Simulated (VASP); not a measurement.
# Si7Ge (R3m) in VASP: further runs

Runs on Si7Ge. Level: r2SCAN. Tasks: single point.

Program: VASP 6.6.1. These are calculated values, not measurements. Logs are shortened: lines on timing, memory, paths and dates and some standing lists are left out, and cuts for length are marked.

## (1) The cell of the first run

It takes space group R3m (No. 160, trigonal). The conventional cell has a = 7.729 Å, b = 7.729 Å, c = 9.466 Å, α = 90.00°, β = 90.00°, γ = 120.00°. Within 3.1 Å of Si (site symmetry 3m) lie 3 Si at 2.36 Å and 1 Ge at 2.69 Å. Si (site symmetry m) has 4 Si at 2.36 Å within 3.1 Å. Si (site symmetry m) has 1 Ge at 2.31 Å and 3 Si at 2.36 Å within 3.1 Å. Within 3.1 Å of Ge (site symmetry 3m) lie 4 Si at 2.31 to 2.69 Å.

## (2) Single point, r2SCAN (atom 8 (Ge) moved -0.300 Å towards its neighbour atom 1 (Si) at 2.391 Å)

POSCAR reads:

```
Si7Ge
1.0
    5.4653950700      0.0000000000      0.0000000000
    0.0000000000      5.4653950700      0.0000000000
    0.0000000000      0.0000000000      5.4653950700
Si Ge
7 1
Direct
    0.2526152100      0.2526152100      0.2526152100
    0.0000000000      0.5000000000      0.5000000000
    0.5000000000      0.5000000000      0.0000000000
    0.5000000000      0.0000000000      0.5000000000
    0.7473847900      0.2526152100      0.7473847900
    0.7473847900      0.7473847900      0.2526152100
    0.2526152100      0.7473847900      0.7473847900
   -0.0316912279     -0.0316912279     -0.0316912279
```

INCAR.step1 reads:

```
SYSTEM = Si7Ge
ALGO = Normal
EDIFF = 1E-4
ENCUT = 520
GGA = PE
ISMEAR = 0
LASPH = .TRUE.
LCHARG = .FALSE.
LREAL = .FALSE.
LWAVE = .TRUE.
NBANDS = 31
NELM = 80
PREC = Accurate
SIGMA = 0.05
```

INCAR.step2 reads:

```
SYSTEM = Si7Ge
ALGO = Normal
EDIFF = 1E-6
ENCUT = 520
ISIF = 2
ISMEAR = 0
ISTART = 1
LASPH = .TRUE.
LCHARG = .TRUE.
LELF = .TRUE.
LMIXTAU = .TRUE.
LREAL = .FALSE.
LVHAR = .TRUE.
LWAVE = .FALSE.
METAGGA = R2SCAN
NBANDS = 31
NELM = 80
PREC = Accurate
SIGMA = 0.05
```

KPOINTS reads:

```
k-points
0
G
  6 6 6
  0 0 0
```

Potentials or basis: VASP PAW PBE potentials, release 64 (Si, Ge_d).

On the command line:

```sh
cat potpaw_PBE.64/Si/POTCAR potpaw_PBE.64/Ge_d/POTCAR > POTCAR
cp INCAR.step1 INCAR
mpirun -np 1 vasp_std > vasp.out
cp INCAR.step2 INCAR
mpirun -np 1 vasp_std > vasp.out
```

OUTCAR:

```text
SYSTEM = Si7Ge
   EDIFF = 1E-6
   ENCUT = 520
   ISIF = 2
   ISMEAR = 0
   ISTART = 1
   LASPH = .TRUE.
   LREAL = .FALSE.
   METAGGA = R2SCAN
   NELM = 80
   PREC = Accurate

 ion  position               nearest neighbor table
   1  0.253  0.253  0.253-   2 2.36   3 2.36   4 2.36   8 2.69
   2  0.000  0.500  0.500-   1 2.36   5 2.36   6 2.36   7 2.36
   3  0.500  0.500  0.000-   1 2.36   5 2.36   6 2.36   7 2.36
   4  0.500  0.000  0.500-   1 2.36   5 2.36   6 2.36   7 2.36
   5  0.747  0.253  0.747-   8 2.31   3 2.36   4 2.36   2 2.36
   6  0.747  0.747  0.253-   8 2.31   3 2.36   4 2.36   2 2.36
   7  0.253  0.747  0.747-   8 2.31   3 2.36   4 2.36   2 2.36
   8  0.968  0.968  0.968-   5 2.31   6 2.31   7 2.31   1 2.69

  LATTYP: Found a simple cubic cell.
 ALAT       =     5.4653950700

  Lattice vectors:

 A1 = (   5.4653950700,   0.0000000000,   0.0000000000)
 A2 = (   0.0000000000,   5.4653950700,   0.0000000000)
 A3 = (   0.0000000000,   0.0000000000,   5.4653950700)

Analysis of symmetry for initial positions (statically):
=====================================================================
 Subroutine PRICEL returns:
 Original cell was already a primitive cell.

 Routine SETGRP: Setting up the symmetry group for a
 simple cubic supercell.

 Subroutine GETGRP returns: Found  6 space group operations
 (whereof  6 operations were pure point group operations)
 out of a pool of 48 trial point group operations.

The static configuration has the point symmetry C_3v.

Analysis of symmetry for dynamics (positions and initial velocities):
=====================================================================
 Subroutine PRICEL returns:
 Original cell was already a primitive cell.

 Routine SETGRP: Setting up the symmetry group for a
 simple cubic supercell.

 Subroutine GETGRP returns: Found  6 space group operations
 (whereof  6 operations were pure point group operations)
 out of a pool of 48 trial point group operations.

The dynamic configuration has the point symmetry C_3v.

 Subroutine INISYM returns: Found  6 space group operations
 (whereof  6 operations are pure point group operations),
 and found     1 'primitive' translations

----------------------------------------------------------------------------------------

                                     Primitive cell

  volume of cell :     163.2543

  direct lattice vectors                    reciprocal lattice vectors
     5.465395070  0.000000000  0.000000000     0.182969390  0.000000000  0.000000000
     0.000000000  5.465395070  0.000000000     0.000000000  0.182969390  0.000000000
     0.000000000  0.000000000  5.465395070     0.000000000  0.000000000  0.182969390

  length of vectors
     5.465395070  5.465395070  5.465395070     0.182969390  0.182969390  0.182969390

  position of ions in fractional coordinates (direct lattice)
     0.252615210  0.252615210  0.252615210
     0.000000000  0.500000000  0.500000000
     0.500000000  0.500000000  0.000000000
     0.500000000  0.000000000  0.500000000
     0.747384790  0.252615210  0.747384790
     0.747384790  0.747384790  0.252615210
     0.252615210  0.747384790  0.747384790
     0.968308772  0.968308772  0.968308772

  ion indices of the primitive-cell ions
   primitive index   ion index
                 1           1
                 2           2
                 3           3
                 4           4
                 5           5
                 6           6
                 7           7
                 8           8

----------------------------------------------------------------------------------------

 KPOINTS: k-points

Automatic generation of k-mesh.
 Grid dimensions read from file:
 generate k-points for:    6    6    6

 Generating k-lattice:

  Cartesian coordinates                     Fractional coordinates (reciprocal lattice)
     0.030494898  0.000000000  0.000000000     0.166666667  0.000000000  0.000000000
     0.000000000  0.030494898  0.000000000     0.000000000  0.166666667  0.000000000
     0.000000000  0.000000000  0.030494898     0.000000000  0.000000000  0.166666667

  Length of vectors
     0.030494898  0.030494898  0.030494898

  Shift w.r.t. Gamma in fractional coordinates (k-lattice)
     0.000000000  0.000000000  0.000000000

 Subroutine IBZKPT returns following result:
 ===========================================

 Found     32 irreducible k-points:

 Following reciprocal coordinates:
            Coordinates               Weight
  0.000000  0.000000  0.000000      1.000000
  0.166667  0.000000  0.000000      6.000000
  0.333333  0.000000  0.000000      6.000000
  0.500000  0.000000  0.000000      3.000000
  0.166667  0.166667  0.000000      6.000000
 -0.166667  0.166667  0.000000      6.000000
[... 16 lines left out ...]
 -0.166667  0.333333  0.333333      6.000000
  0.500000  0.333333  0.166667     12.000000
 [... further k-points ...]
   k-points           NKPTS =     32   k-points in BZ     NKDIM =     32   number of bands    NBANDS=     31
   number of dos      NEDOS =    301   number of ions     NIONS =      8
   total plane-waves  NPLWV =  74088
   dimension x,y,z NGX =    42 NGY =   42 NGZ =   42
   dimension x,y,z NGXF=    84 NGYF=   84 NGZF=   84
   ions per type =               7   1
   NGX,Y,Z   is equivalent  to a cutoff of  12.78, 12.78, 12.78 a.u.
   NGXF,Y,Z  is equivalent  to a cutoff of  25.55, 25.55, 25.55 a.u.
 SYSTEM =  Si7Ge
   PREC   = accura    normal or accurate (medium, high low for compatibility)
   ISTART =      1    job   : 0-new  1-cont  2-samecut
   ICHARG =      0    charge: 1-file 2-atom 10-const
   ISPIN  =      1    spin polarized calculation?
   LNONCOLLINEAR =      F non collinear calculations
   LSORBIT =      F    spin-orbit coupling
   LASPH  =      T    aspherical Exc in radial PAW
   ENCUT  =  520.0 eV  38.22 Ry    6.18 a.u.  10.16 10.16 10.16*2*pi/ulx,y,z
   NELM   =     80;   NELMIN=  2; NELMDL=  0     # of ELM steps
   EDIFF  = 0.1E-05   stopping-criterion for ELM
   LREAL  =      F    real-space projection
   EDIFFG = 0.1E-04   stopping-criterion for IOM
   NSW    =      0    number of steps for IOM
   IBRION =     -1    ionic relax: 0-MD 1-quasi-New 2-CG
   NFREE  =      0    steps in history (QN), initial steepest desc. (CG)
   ISIF   =      2    stress and relaxation
   ISYM   =      2    0-nonsym 1-usesym 2-fastsym
   POTIM  = 0.5000    time-step for ionic-motion
   TEBEG  =    0.0;   TEEND  =   0.0 temperature during run
   PSTRESS=    0.0 pullay stress
   NELECT =      42.0000    total number of electrons
   NUPDOWN=      -1.0000    fix difference up-down
   EMIN   =  10.00;   EMAX   =-10.00  energy-range for DOS
   EFERMI =   0.00;   METHOD = LEGACY
   ISMEAR =     0;   SIGMA  =   0.05  broadening in eV -4-tet -1-fermi 0-gaus
   EFERMI_NEDOS =   21; number of points for ismear=-14 and -15
   IALGO  =     38    algorithm
   IMIX   =      4    mixing-type and parameters
     AMIX     =   0.40;   BMIX     =  1.00
     AMIX_MAG =   1.60;   BMIX_MAG =  1.00
  volume/ion in A,a.u.               =      20.41       137.71
  Fermi-wavevector in a.u.,A,eV,Ry     =   1.041205  1.967593 14.750191  1.084108
  Thomas-Fermi vector in A             =   2.175816
   LORBIT       =      0    0 simple, 1 ext, 2 COOP (PROOUT), +10 PAW based schemes
   METAGGA = R2SCAN    functional components
   LHFCALC =     F    Hartree Fock is set to
   AEXX    =    0.0000 exact exchange contribution
   IVDW    =     0    specifies the selected vdW correction
   LEPSILON=     F    determine dielectric tensor
   LRPA    =     F    only Hartree local field effects (RPA)
 non-spin polarized calculation
 Gauss-broadening in eV      SIGMA  =   0.05
  energy-cutoff  :      520.00
  volume of cell :      163.25
 maximum number of plane-waves:      4436
 NGX is ok and might be reduce to    42
   NGX = 21   NGY = 21   NGZ = 21

 number of electron      41.9999984 magnetization

 Free energy of the ion-electron system (eV)
  ---------------------------------------------------
  ext. energy  EPLUGINS =         0.00000000
  ---------------------------------------------------
  free energy    TOTEN  =       -74.81123972 eV

  energy without entropy =      -74.81123972  energy(sigma->0) =      -74.81123972

 E-fermi :   5.9774     XC(G=0):  -9.9817

 val. band max:        5.8012219702   @ k =   0.0000   0.0000   0.0000
 cond. band min:       6.1536489658   @ k =   0.0000   0.0000   0.0000
 fundamental gap:      0.3524269956
 Fermi energy:         5.9773634440

 k-point     1 :       0.0000    0.0000    0.0000
  band No.  band energies     occupation
      1     -19.3014      2.00000
      2     -19.2962      2.00000
      3     -19.2962      2.00000
      4     -19.2668      2.00000
      5     -19.2668      2.00000
      6      -7.0928      2.00000
[... 23 lines left out ...]
     30       8.5361      0.00000
     31       9.0388      0.00000

 k-point     2 :       0.1667    0.0000    0.0000
  band No.  band energies     occupation
      1     -19.3014      2.00000
      2     -19.2962      2.00000
      3     -19.2962      2.00000
      4     -19.2668      2.00000
      5     -19.2667      2.00000
      6      -6.9692      2.00000
[... 23 lines left out ...]
     30       9.1038      0.00000
     31       9.7222      0.00000

 k-point     3 :       0.3333    0.0000    0.0000
  band No.  band energies     occupation
      1     -19.3015      2.00000
      2     -19.2963      2.00000
      3     -19.2962      2.00000
      4     -19.2668      2.00000
      5     -19.2666      2.00000
      6      -6.6052      2.00000
[... 703 lines left out ...]
     30      10.7056      0.00000
     31      10.8296      0.00000

 k-point    24 :       0.5000    0.3333    0.1667
  band No.  band energies     occupation
      1     -19.3015      2.00000
      2     -19.2963      2.00000
      3     -19.2963      2.00000
      4     -19.2666      2.00000
      5     -19.2666      2.00000
      6      -5.6609      2.00000
[... 23 lines left out ...]
     30      10.4128      0.00000
     31      10.7679      0.00000

 [... further k-points ...]

------------------------ aborting loop because EDIFF is reached ----------------------------------------

  FORCE on cell =-STRESS in cart. coord.  units (eV):
  Direction    XX          YY          ZZ          XY          YZ          ZX
  --------------------------------------------------------------------------------------
  -------------------------------------------------------------------------------------
  Total        0.5476691      0.5476691      0.5476691     -1.1611159     -1.1611159     -1.1611159
  in kB        5.3748225      5.3748225      5.3748225    -11.3951871    -11.3951871    -11.3951871
  external PRESSURE =       5.3748225 kB  Pullay stress =       0.0000000 kB

 VOLUME and BASIS-vectors are now :
 -----------------------------------------------------------------------------
  energy-cutoff  :      520.00
  volume of cell :      163.25
      direct lattice vectors                 reciprocal lattice vectors
     5.465395070  0.000000000  0.000000000     0.182969390  0.000000000  0.000000000
     0.000000000  5.465395070  0.000000000     0.000000000  0.182969390  0.000000000
     0.000000000  0.000000000  5.465395070     0.000000000  0.000000000  0.182969390

 POSITION                                       TOTAL-FORCE (eV/Angst)
 -----------------------------------------------------------------------------------
      1.38064      1.38064      1.38064        -0.785292     -0.785292     -0.785292
      0.00000      2.73270      2.73270         0.289990     -0.176811     -0.176811
      2.73270      2.73270      0.00000        -0.176811     -0.176811      0.289990
      2.73270      0.00000      2.73270        -0.176811      0.289990     -0.176811
      4.08475      1.38064      4.08475        -0.482722      0.329720     -0.482722
      4.08475      4.08475      1.38064        -0.482722     -0.482722      0.329720
      1.38064      4.08475      4.08475         0.329720     -0.482722     -0.482722
      5.29219      5.29219      5.29219         1.484648      1.484648      1.484648
 -----------------------------------------------------------------------------------
    total drift:                                0.003780      0.003780      0.003798

  FREE ENERGIE OF THE ION-ELECTRON SYSTEM (eV)
  ---------------------------------------------------
  free  energy   TOTEN  =       -74.8112397177 eV

  energy  without entropy=      -74.8112397166  energy(sigma->0) =      -74.81123972
```

Run time: 4.4 min. Hardware: 1 thread of Intel Xeon 6975P-C (Granite Rapids), shared host; peak memory 0.36 GiB.

Results:

- Free energy: -74.8112 eV
- Pressure: 0.5 GPa
- Largest force: 2.571 eV/Å
- Band gap on the k mesh: 0.35 eV

Forces on the atoms (eV/Å):
```
Si  -0.785 -0.785 -0.785
Si   0.290 -0.177 -0.177
Si  -0.177 -0.177  0.290
Si  -0.177  0.290 -0.177
Si  -0.483  0.330 -0.483
Si  -0.483 -0.483  0.330
Si   0.330 -0.483 -0.483
Ge   1.485  1.485  1.485
```

Levels at points of the mesh, in eV from the valence-band top:
```tsv
k point	band 17	band 18	band 19	band 20	band 21	band 22	band 23	band 24	band 25	band 26
(0.00, 0.00, 0.00)	-3.27	-3.01	-0.45	-0.45	0.00	0.35	0.58	0.76	0.76	0.97
(0.50, 0.00, 0.00)	-3.75	-2.43	-2.39	-2.20	-1.77	0.97	1.12	3.06	3.18	4.05
(0.50, 0.50, 0.00)	-4.03	-1.99	-1.79	-1.54	-1.21	2.26	2.33	2.38	2.64	4.72
(0.50, 0.50, 0.50)	-1.58	-1.58	-1.51	-1.51	-0.68	1.13	1.48	1.58	1.58	2.90
```

Caveat: the cell differs from its parent crystal (atom 8 (Ge) moved -0.300 Å towards its neighbour atom 1 (Si) at 2.391 Å); semilocal functionals underestimate gaps, and a narrow one can read as zero; the PAW data sets were made with another functional, which shifts forces and pressure a little. A k mesh can miss the band edges.

## (3) Single point, r2SCAN (atom 8 (Ge) moved +0.375 Å towards its neighbour atom 1 (Si) at 2.391 Å)

POSCAR: that of step 2 with these lines changed.

```diff
@@ -15,2 +15,2 @@
     0.2526152100      0.7473847900      0.7473847900
-   -0.0316912279     -0.0316912279     -0.0316912279
+    0.0396140349      0.0396140349      0.0396140349
```

INCAR.step1 reads:

```
SYSTEM = Si7Ge
PREC = Accurate
ENCUT = 520
ISMEAR = 0
SIGMA = 0.05
LREAL = .FALSE.
LASPH = .TRUE.
NELM = 80
NBANDS = 31
GGA = PE
ALGO = Normal
EDIFF = 1E-4
LWAVE = .TRUE.
LCHARG = .FALSE.
```

INCAR.step2 reads:

```
SYSTEM = Si7Ge
PREC = Accurate
ENCUT = 520
EDIFF = 1E-6
ISMEAR = 0
SIGMA = 0.05
LREAL = .FALSE.
LASPH = .TRUE.
NELM = 80
ALGO = Normal
ISIF = 2
LWAVE = .FALSE.
LCHARG = .TRUE.
METAGGA = R2SCAN
LMIXTAU = .TRUE.
LELF = .TRUE.
LVHAR = .TRUE.
NBANDS = 31
ISTART = 1
```

KPOINTS reads:

```
regular mesh
0
G
  6 6 6
  0 0 0
```

Potentials or basis: VASP PAW PBE potentials, release 64 (Si, Ge_d).

On the command line:

```sh
cat potpaw_PBE.64/Si/POTCAR potpaw_PBE.64/Ge_d/POTCAR > POTCAR
cp INCAR.step1 INCAR
mpirun -np 1 vasp_std > vasp.out
cp INCAR.step2 INCAR
mpirun -np 1 vasp_std > vasp.out
```

Wall time 3.7 min (1 thread of Intel Xeon 6975P-C (Granite Rapids), shared host); peak memory 0.36 GiB.

Results (log left out):

```yaml
Free_energy: -73.9355 eV
Pressure: 2.0 GPa
Largest_force: 8.433 eV/Å
Band_gap_on_the_k_mesh: 0.46 eV
```

Forces in eV/Å, atoms in the order of the input:
```
Si   3.655  3.655  3.655
Si  -0.329  0.202  0.202
Si   0.202  0.202 -0.329
Si   0.202 -0.329  0.202
Si   0.661 -0.181  0.661
Si   0.661  0.661 -0.181
Si  -0.181  0.661  0.661
Ge  -4.869 -4.869 -4.869
```

Stress tensor (GPa, compression positive):
```
2.04 3.73 3.73
3.73 2.04 3.73
3.73 3.73 2.04
```

Levels at points of the mesh, in eV from the valence-band top:
| k point | band 18 | band 19 | band 20 | band 21 | band 22 | band 23 | band 24 | band 25 |
| --- | --- | --- | --- | --- | --- | --- | --- | --- |
| (0.00, 0.00, 0.00) | -2.98 | -0.56 | 0.00 | 0.00 | 0.46 | 0.67 | 0.67 | 1.00 |
| (0.50, 0.00, 0.00) | -2.34 | -2.22 | -2.02 | -1.71 | 0.96 | 1.26 | 3.08 | 3.36 |
| (0.50, 0.50, 0.00) | -1.76 | -1.65 | -1.63 | -1.02 | 2.09 | 2.41 | 2.48 | 2.94 |
| (0.50, 0.50, 0.50) | -1.51 | -1.44 | -0.76 | -0.76 | 1.17 | 1.58 | 1.58 | 1.72 |

Caveat: the cell differs from its parent crystal (atom 8 (Ge) moved +0.375 Å towards its neighbour atom 1 (Si) at 2.391 Å); semilocal functionals underestimate gaps, and a narrow one can read as zero; the PAW data sets were made with another functional, which shifts forces and pressure a little.

## (4) Single point, r2SCAN (atom 8 (Ge) moved +0.225 Å towards its neighbour atom 1 (Si) at 2.391 Å)

POSCAR: that of step 3 with these lines changed.

```diff
@@ -15,2 +15,2 @@
     0.2526152100      0.7473847900      0.7473847900
-    0.0396140349      0.0396140349      0.0396140349
+    0.0237684209      0.0237684209      0.0237684209
```

INCAR.step1 reads:

```
PREC = Accurate
ENCUT = 520
ISMEAR = 0
SIGMA = 0.05
LREAL = False
LASPH = True
NELM = 100
NBANDS = 31
GGA = PE
ALGO = Normal
EDIFF = 1E-4
LWAVE = True
LCHARG = False
```

INCAR.step2 reads:

```
PREC = Accurate
ENCUT = 520
EDIFF = 1E-6
ISMEAR = 0
SIGMA = 0.05
LREAL = False
LASPH = True
NELM = 100
ALGO = Normal
ISIF = 2
LWAVE = False
LCHARG = True
METAGGA = R2SCAN
LMIXTAU = True
LELF = True
LVHAR = True
NBANDS = 31
ISTART = 1
```

KPOINTS reads:

```
Automatic mesh
0
Gamma
  6 6 6
```

On the command line:

```sh
cat potpaw_PBE.64/Si/POTCAR potpaw_PBE.64/Ge_d/POTCAR > POTCAR
cp INCAR.step1 INCAR
mpirun -np 1 vasp_std > vasp.out
cp INCAR.step2 INCAR
mpirun -np 1 vasp_std > vasp.out
```

It took 3.6 min on 1 thread of Intel Xeon 6975P-C (Granite Rapids), shared host; peak memory 0.36 GiB.

Results (log left out):

```
Free energy            : -74.8496 eV
Pressure               : 0.6 GPa
Largest force          : 4.051 eV/Å
Band gap on the k mesh : 0.46 eV
```

Forces on the atoms (eV/Å):
```
Si   1.605  1.605  1.605
Si  -0.211  0.121  0.121
Si   0.121  0.121 -0.211
Si   0.121 -0.211  0.121
Si   0.424 -0.145  0.424
Si   0.424  0.424 -0.145
Si  -0.145  0.424  0.424
Ge  -2.339 -2.339 -2.339
```

Stress tensor (GPa, compression positive):
```
0.60 1.73 1.73
1.73 0.60 1.73
1.73 1.73 0.60
```

Levels at points of the mesh, in eV from the valence-band top:
| k point | band 17 | band 18 | band 19 | band 20 | band 21 | band 22 | band 23 | band 24 | band 25 | band 26 |
| --- | --- | --- | --- | --- | --- | --- | --- | --- | --- | --- |
| (0.00, 0.00, 0.00) | -3.03 | -3.03 | -0.41 | 0.00 | 0.00 | 0.46 | 0.73 | 0.73 | 0.97 | 0.97 |
| (0.50, 0.00, 0.00) | -3.71 | -2.27 | -2.21 | -2.08 | -1.85 | 1.07 | 1.27 | 3.20 | 3.35 | 4.30 |
| (0.50, 0.50, 0.00) | -3.91 | -1.70 | -1.62 | -1.61 | -1.20 | 2.36 | 2.45 | 2.49 | 2.85 | 4.70 |
| (0.50, 0.50, 0.50) | -1.49 | -1.49 | -1.45 | -0.97 | -0.97 | 1.21 | 1.65 | 1.65 | 1.72 | 3.17 |

Caveat: the cell differs from its parent crystal (atom 8 (Ge) moved +0.225 Å towards its neighbour atom 1 (Si) at 2.391 Å); semilocal functionals underestimate gaps, and a narrow one can read as zero; the PAW data sets were made with another functional, which shifts forces and pressure a little. A k mesh can miss the band edges.

## (5) Summary

```tsv
cell	gap on the mesh (eV)	pressure (GPa)	largest force (eV/Å)
as given, atomic positions A	0.35	0.5	2.57
as given, atomic positions B	0.46	2.0	8.43
as given, atomic positions C	0.46	0.6	4.05
```

Alike in all rows: task single point; level r2SCAN; potentials or basis VASP PAW PBE potentials, release 64 (Si, Ge_d); no spin polarisation; k mesh 6 × 6 × 6; cutoff (eV) 520; smearing gaussian 0.05 eV.

Caveats: semilocal functionals underestimate gaps, and a narrow one can read as zero; the PAW data sets were made with another functional, which shifts forces and pressure a little.

Total energies depend on the potentials used, so only differences within one code and one set of settings carry meaning.
